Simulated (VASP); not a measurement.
# ScAl (Pm-3m) in VASP: notebook, part 2 of 3

VASP 6.6.1. The steps go on from the part before.

## (3) Elastic constants, LDA

INCAR

```
PREC = Accurate
ENCUT = 600
EDIFF = 1E-8
ISMEAR = -1
SIGMA = 0.15
LREAL = F
LASPH = T
NELM = 80
ALGO = Normal
ISIF = 3
LWAVE = F
LCHARG = F
GGA = CA
NBANDS = 14
IBRION = 6
NFREE = 2
POTIM = 0.015
NSW = 1
```

KPOINTS

```
Automatic mesh
0
Gamma
  6 6 6
```

POSCAR

```
ScAl
1.0
    3.3103785501      0.0000000000      0.0000000000
    0.0000000000      3.3103785501      0.0000000000
    0.0000000000      0.0000000000      3.3103785501
Sc Al
1 1
Direct
    0.5000000000      0.5000000000      0.5000000000
    0.0000000000      0.0000000000      0.0000000000
```

Potentials or basis: VASP PAW LDA potentials, release 64 (Sc_sv, Al).

Command:

```console
$ cat potpaw_LDA.64/Sc_sv/POTCAR potpaw_LDA.64/Al/POTCAR > POTCAR
$ mpirun -np 1 vasp_std > vasp.out
```

OUTCAR:

```text
PREC = Accurate
   ENCUT = 600
   EDIFF = 1E-8
   ISMEAR = -1
   LREAL = F
   LASPH = T
   NELM = 80
   ISIF = 3
   GGA = CA
   IBRION = 6
   NFREE = 2
   POTIM = 0.015
   NSW = 1

 ion  position               nearest neighbor table
   1  0.500  0.500  0.500-   2 2.87   2 2.87   2 2.87   2 2.87   2 2.87   2 2.87   2 2.87   2 2.87

   2  0.000  0.000  0.000-   1 2.87   1 2.87   1 2.87   1 2.87   1 2.87   1 2.87   1 2.87   1 2.87

  LATTYP: Found a simple cubic cell.
 ALAT       =     3.3103785501

  Lattice vectors:

 A1 = (   3.3103785501,   0.0000000000,   0.0000000000)
 A2 = (   0.0000000000,   3.3103785501,   0.0000000000)
 A3 = (   0.0000000000,   0.0000000000,   3.3103785501)

Analysis of symmetry for initial positions (statically):
=====================================================================
 Subroutine PRICEL returns:
 Original cell was already a primitive cell.

 Routine SETGRP: Setting up the symmetry group for a
 simple cubic supercell.

 Subroutine GETGRP returns: Found 48 space group operations
 (whereof 48 operations were pure point group operations)
 out of a pool of 48 trial point group operations.

The static configuration has the point symmetry O_h .

Analysis of symmetry for dynamics (positions and initial velocities):
=====================================================================
 Subroutine PRICEL returns:
 Original cell was already a primitive cell.

 Routine SETGRP: Setting up the symmetry group for a
 simple cubic supercell.

 Subroutine GETGRP returns: Found 48 space group operations
 (whereof 48 operations were pure point group operations)
 out of a pool of 48 trial point group operations.

The dynamic configuration has the point symmetry O_h .

 Subroutine INISYM returns: Found 48 space group operations
 (whereof 48 operations are pure point group operations),
 and found     1 'primitive' translations

----------------------------------------------------------------------------------------

                                     Primitive cell

  volume of cell :      36.2771

  direct lattice vectors                    reciprocal lattice vectors
     3.310378550  0.000000000  0.000000000     0.302080256  0.000000000  0.000000000
     0.000000000  3.310378550  0.000000000     0.000000000  0.302080256  0.000000000
     0.000000000  0.000000000  3.310378550     0.000000000  0.000000000  0.302080256

  length of vectors
     3.310378550  3.310378550  3.310378550     0.302080256  0.302080256  0.302080256

  position of ions in fractional coordinates (direct lattice)
     0.500000000  0.500000000  0.500000000
     0.000000000  0.000000000  0.000000000

  ion indices of the primitive-cell ions
   primitive index   ion index
                 1           1
                 2           2

----------------------------------------------------------------------------------------

[... 301 lines left out ...]
  free energy    TOTEN  =       -11.91708080 eV

  energy without entropy =      -11.84665660  energy(sigma->0) =      -11.88186870

 E-fermi :   6.2227     XC(G=0): -10.7543

 val. band max:        6.1831605328   @ k =   0.0000   0.3333   0.0000
 cond. band min:       6.3081491477   @ k =   0.5000   0.1667   0.0000
 fundamental gap:      0.1249886149
 Fermi energy:         6.2226775777

 k-point     1 :       0.0000    0.0000    0.0000
  band No.  band energies     occupation
      1     -42.4242      2.00000
      2     -21.3502      2.00000
      3     -21.3502      2.00000
      4     -21.3502      2.00000
      5      -2.3589      2.00000
      6       5.4942      1.98457
      7       5.4943      1.98456
      8       9.0754      0.00000
      9       9.0754      0.00000
     10       9.0756      0.00000
     11      10.2284      0.00000
     12      10.2284      0.00000
     13      10.2287      0.00000
     14      15.2278      0.00000
[... 377 lines left out ...]
      1     -42.4142      2.00000
      2     -21.4049      2.00000
      3     -21.3984      2.00000
      4     -21.3400      2.00000
      5      -1.5512      2.00000
      6       5.1857      1.99801
      7       5.3876      1.99239
      8       7.4476      0.00057
      9       8.0812      0.00001
     10       8.7349      0.00000
     11      10.0663      0.00000
     12      10.7169      0.00000
     13      12.2084      0.00000
     14      14.6235      0.00000

 [... further k-points ...]

------------------------ aborting loop because EDIFF is reached ----------------------------------------

  FORCE on cell =-STRESS in cart. coord.  units (eV):
  Direction    XX          YY          ZZ          XY          YZ          ZX
  --------------------------------------------------------------------------------------
  -------------------------------------------------------------------------------------
  Total        0.0601182      0.0613505      0.0613505      0.0000000      0.0000000      0.0000000
  in kB        2.6551149      2.7095430      2.7095430      0.0000000      0.0000000      0.0000000
  external PRESSURE =       2.6914003 kB  Pullay stress =       0.0000000 kB
[... 17 lines left out ...]
  FREE ENERGIE OF THE ION-ELECTRON SYSTEM (eV)
  ---------------------------------------------------
  free  energy   TOTEN  =       -11.9170808004 eV

  energy  without entropy=      -11.8466565958  energy(sigma->0) =      -11.88186870

 INTERNAL STRAIN TENSORS FROM STRAINED CELLS
 ============================================

 INTERNAL STRAIN TENSOR FOR ION    1 for displacements in x,y,z  (eV/Angst):
          X           Y           Z          XY          YZ          ZX
  --------------------------------------------------------------------------------
  x     0.00000     0.00000     0.00000     0.00000     0.00000     0.00000
  y     0.00000     0.00000     0.00000     0.00000     0.00000     0.00000
  z     0.00000     0.00000     0.00000     0.00000     0.00000     0.00000

 INTERNAL STRAIN TENSORS FROM DISPLACED ATOMS
 ============================================

 INTERNAL STRAIN TENSOR FOR ION    1 for displacements in x,y,z  (eV/Angst):
          X           Y           Z          XY          YZ          ZX
  --------------------------------------------------------------------------------
  x     0.00000     0.00000     0.00000     0.00000     0.00000     0.00000
  y     0.00000     0.00000     0.00000     0.00000     0.00000     0.00000
  z     0.00000     0.00000     0.00000     0.00000     0.00000     0.00000

 INTERNAL STRAIN TENSOR FOR ION    2 for displacements in x,y,z  (eV/Angst):
          X           Y           Z          XY          YZ          ZX
  --------------------------------------------------------------------------------
  x     0.00000     0.00000     0.00000     0.00000     0.00000     0.00000
  y     0.00000     0.00000     0.00000     0.00000     0.00000     0.00000
  z     0.00000     0.00000     0.00000     0.00000     0.00000     0.00000

 Eigenvectors and eigenvalues of the dynamical matrix
 ----------------------------------------------------

   1 f  =    8.872417 THz    55.747040 2PiTHz  295.951974 cm-1    36.693352 meV
             X         Y         Z           dx          dy          dz
      1.655189  1.655189  1.655189     0.000000    0.612471    0.000000
      0.000000  0.000000  0.000000    -0.000000   -0.790493    0.000000
[... 21 lines left out ...]
   6 f/i=    0.000519 THz     0.003264 2PiTHz    0.017326 cm-1     0.002148 meV
             X         Y         Z           dx          dy          dz
      1.655189  1.655189  1.655189     0.103107   -0.633845   -0.460965
      0.000000  0.000000  0.000000     0.079887   -0.491101   -0.357154

--------------------------------------------------------------------------------------------------------

 ELASTIC MODULI CONTR FROM IONIC RELAXATION (kBar)
 Direction    XX          YY          ZZ          XY          YZ          ZX
 --------------------------------------------------------------------------------
 XX           0.0000      0.0000      0.0000      0.0000      0.0000      0.0000
 YY           0.0000      0.0000      0.0000      0.0000      0.0000      0.0000
 ZZ           0.0000      0.0000      0.0000      0.0000      0.0000      0.0000
 XY           0.0000      0.0000      0.0000      0.0000      0.0000      0.0000
 YZ           0.0000      0.0000      0.0000      0.0000      0.0000      0.0000
 ZX           0.0000      0.0000      0.0000      0.0000      0.0000      0.0000
 --------------------------------------------------------------------------------

 TOTAL ELASTIC MODULI (kBar)
 Direction    XX          YY          ZZ          XY          YZ          ZX
 --------------------------------------------------------------------------------
 XX         911.8415    844.5914    844.5914      0.0000     -0.0000     -0.0000
 YY         844.5914    911.8415    844.5914      0.0000     -0.0000     -0.0000
 ZZ         844.5914    844.5914    911.8415      0.0000     -0.0000     -0.0000
 XY           0.0000      0.0000      0.0000    972.5908      0.0000      0.0000
 YZ          -0.0000     -0.0000     -0.0000      0.0000    972.5908      0.0000
 ZX          -0.0000     -0.0000     -0.0000      0.0000      0.0000    972.5908
 --------------------------------------------------------------------------------
```

OSZICAR:

```text
N       E                     dE             d eps       ncg     rms          rms(c)
DAV:   1     0.127386130146E+03    0.12739E+03   -0.71912E+03   568   0.110E+03
DAV:   2    -0.973368929343E+01   -0.13712E+03   -0.13331E+03   600   0.331E+02
DAV:   3    -0.129544706106E+02   -0.32208E+01   -0.31682E+01   860   0.659E+01
DAV:   4    -0.129994147959E+02   -0.44944E-01   -0.44898E-01   732   0.589E+00
[... 188 lines left out ...]
DAV:   3    -0.119170799032E+02    0.62731E-04   -0.16355E-04  1144   0.833E-02    0.105E-02
DAV:   4    -0.119170808718E+02   -0.96867E-06   -0.12511E-05  1530   0.402E-02    0.604E-03
DAV:   5    -0.119170808131E+02    0.58753E-07   -0.59648E-07  1480   0.154E-02    0.946E-04
DAV:   6    -0.119170808003E+02    0.12820E-07   -0.62701E-08  1446   0.715E-03    0.425E-04
DAV:   7    -0.119170808004E+02   -0.13983E-09   -0.23657E-09   728   0.628E-04
  17 F= -.11917081E+02 E0= -.11881869E+02  d E =-.704242E-01
```

stdout:

```text
POSCAR found type information on POSCAR ScAl
 POSCAR found :  2 types and       2 ions
 scaLAPACK will be used
 LDA part: xc-table for (Slater(with rela. corr.)+CA(PZ))
 , standard interpolation
 POSCAR, INCAR and KPOINTS ok, starting setup
 FFT: planning ... GRIDC
 FFT: planning ... GRID_SOFT
 FFT: planning ... GRID
 WAVECAR not read
 entering main loop
 Found     2 degrees of freedom:
 Adding 6 more for cell shape distortion
 Finite differences POTIM= 0.01500 DOF=   8
 bond charge predicted
 Finite differences progress:
 bond charge predicted
 Finite differences progress:
 bond charge predicted
 Finite differences progress:
 bond charge predicted
 Finite differences progress:
 bond charge predicted
 Finite differences progress:
 bond charge predicted
 Finite differences progress:
 bond charge predicted
 Finite differences progress:
 bond charge predicted
 Finite differences progress:
 bond charge predicted
 Finite differences progress:
 bond charge predicted
 Finite differences progress:
 bond charge predicted
 Finite differences progress:
 bond charge predicted
 Finite differences progress:
 bond charge predicted
 Finite differences progress:
 bond charge predicted
 Finite differences progress:
 bond charge predicted
 Finite differences progress:
 bond charge predicted
 Finite differences progress:
```

It took 9.6 min on 1 thread of Intel Xeon 8259CL, shared host; peak memory 0.22 GiB.

What came out:

- Elastic constants C11, C12, C44: 91, 84, 97 GPa
- Voigt bulk modulus: 87 GPa
- Highest phonon frequency at Γ: 296 cm⁻¹

Phonon frequencies in cm⁻¹ (negative: imaginary):
| q point | frequencies |
| --- | --- |
| (0.000, 0.000, 0.000) | 0 0 0 296 296 296 |

Elastic tensor in Voigt notation (GPa, in the Cartesian axes of the cell as first typed):
```
91 84 84  0  0  0
84 91 84  0  0  0
84 84 91  0  0  0
 0  0  0 97  0  0
 0  0  0  0 97  0
 0  0  0  0  0 97
```

Clamped-ion elastic tensor (GPa):
```
91 84 84  0  0  0
84 91 84  0  0  0
84 84 91  0  0  0
 0  0  0 97  0  0
 0  0  0  0 97  0
 0  0  0  0  0 97
```

## (4) Elastic constants, LDA

INCAR

```
SYSTEM = ScAl
  ALGO = Normal
  EDIFF = 1E-8
  ENCUT = 600
  GGA = CA
  IBRION = 6
  ISIF = 3
  ISMEAR = -1
  LASPH = .True.
  LCHARG = .False.
  LREAL = .False.
  LWAVE = .False.
  NELM = 80
  NFREE = 2
  NSW = 1
  POTIM = 0.015
  PREC = Accurate
  SIGMA = 0.15
```

KPOINTS

```
k-points
0
Gamma
  12 12 12
  0 0 0
```

POSCAR is that of step 3.

Command:

```console
$ cat potpaw_LDA.64/Sc_sv/POTCAR potpaw_LDA.64/Al/POTCAR > POTCAR
$ mpirun -np 1 vasp_std > vasp.out
```

It took 38 min on 1 thread of Intel Xeon 8259CL, shared host; peak memory 0.54 GiB.

It converged, with:

```
Elastic constants C11, C12, C44 : 102, 79, 97 GPa
Voigt bulk modulus              : 86 GPa
Highest phonon frequency at Γ   : 296 cm⁻¹
```

Phonon frequencies in cm⁻¹ (negative: imaginary):
```
              q point        frequencies
(0.000, 0.000, 0.000)  0 0 0 296 296 296
```

Elastic tensor in Voigt notation (GPa, in the Cartesian axes of the cell as first typed):
```
102  79  79   0   0   0
 79 102  79   0   0   0
 79  79 102   0   0   0
  0   0   0  97   0   0
  0   0   0   0  97   0
  0   0   0   0   0  97
```

Clamped-ion elastic tensor (GPa):
```
102  79  79   0   0   0
 79 102  79   0   0   0
 79  79 102   0   0   0
  0   0   0  97   0   0
  0   0   0   0  97   0
  0   0   0   0   0  97
```

## (5) Elastic constants, LDA

INCAR

```
ALGO = Normal
EDIFF = 1E-8
ENCUT = 600
GGA = CA
IBRION = 6
ISIF = 3
ISMEAR = -1
LASPH = T
LCHARG = F
LREAL = F
LWAVE = F
NELM = 80
NFREE = 2
NSW = 1
POTIM = 0.015
PREC = Accurate
SIGMA = 0.15
```

KPOINTS

```
k-points
0
Gamma
  12 12 12
```

POSCAR is that of step 4.

Command:

```console
$ cat potpaw_LDA.64/Sc_sv/POTCAR potpaw_LDA.64/Al/POTCAR > POTCAR
$ mpirun -np 1 vasp_std > vasp.out
```

Run time: 40 min. Hardware: 1 thread of Intel Xeon 8259CL, shared host; peak memory 0.54 GiB.

Results (log left out):

* Elastic constants C11, C12, C44: 102, 79, 97 GPa
* Voigt bulk modulus: 86 GPa
* Highest phonon frequency at Γ: 296 cm⁻¹

Phonon frequencies in cm⁻¹ (negative: imaginary):
```tsv
q point	frequencies
(0.000, 0.000, 0.000)	0 0 0 296 296 296
```

Elastic tensor in Voigt notation (GPa, in the Cartesian axes of the cell as first typed):
```
102  79  79   0   0   0
 79 102  79   0   0   0
 79  79 102   0   0   0
  0   0   0  97   0   0
  0   0   0   0  97   0
  0   0   0   0   0  97
```

Clamped-ion elastic tensor (GPa):
```
102  79  79   0   0   0
 79 102  79   0   0   0
 79  79 102   0   0   0
  0   0   0  97   0   0
  0   0   0   0  97   0
  0   0   0   0   0  97
```

(Part 2 of 3 ends here.)
